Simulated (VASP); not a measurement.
A run of VASP 6.6.1:

INCAR

```
PREC = Accurate
ENCUT = 520
EDIFF = 1E-6
ISMEAR = -1
SIGMA = 0.05
LREAL = Auto
LASPH = True
NELM = 100
ALGO = Normal
ISIF = 2
LWAVE = False
LCHARG = False
NBANDS = 84
```

KPOINTS

```
Automatic mesh
0
Gamma
  2 2 2
```

The input POSCAR:

```
Si9O16
1.0
   -4.1797000000     -4.1797000000      0.0000000000
    4.1797000000     -4.1797000000      0.0000000000
    0.0000000000      0.0000000000      5.3338000000
Si O
9 16
Direct
    0.5062373110      0.5241391508     -0.0054683393
    0.0169034200      0.5093574799      0.2486715611
    0.5240462815      0.5136171123      0.4936709061
    0.0158629954      0.5059027945      0.7160873695
   -0.0934089563     -0.1314029864     -0.0213509702
    0.5091007002      0.0023621480      0.2706014726
    0.0033338458      0.0217384830      0.4828885207
    0.4817747159      0.0426092387      0.7530755635
    0.1681257464      0.1039832889      0.9709697324
    0.2036846635      0.5166218417     -0.0151631795
    0.0306253649      0.2215338067      0.2391974004
    0.8278770659      0.5450954594     -0.0176756208
   -0.0403673288      0.7992895539      0.2747079784
    0.2185239752      0.5251605572      0.4837854867
    0.0084299255      0.2262377791      0.7173525339
    0.8185675557      0.4809555686      0.4813788770
   -0.0233921395      0.7917358226      0.6906300872
    0.6717308547      0.0139513264     -0.0012545140
    0.5547419289      0.6923241005      0.2573884218
    0.3002710977     -0.0973688852      0.1190915737
    0.5028520053      0.3146699595      0.2343400346
    0.6981879504      0.0338180252      0.5029974194
    0.5125963861      0.7177345776      0.7442460447
    0.3061677956      0.0200168218      0.5044766104
    0.5304414392      0.3393844752      0.7441630294
```

Potentials or basis: VASP PAW LDA potentials, release 64 (Si, O).

Run with:

```bash
$ cat potpaw_LDA.64/Si/POTCAR potpaw_LDA.64/O/POTCAR > POTCAR
$ mpirun -np 1 vasp_std > vasp.out
```

Hardware: 1 thread of AMD EPYC 9R45 96-Core Processor (Zen 5) (shared host).

Question: How long does it take, and how much memory?

Answer: It took 96 s on 1 thread of AMD EPYC 9R45 96-Core Processor (Zen 5) (shared host), peak memory 0.24 GiB. Counts: scf iterations 15, k points 8.
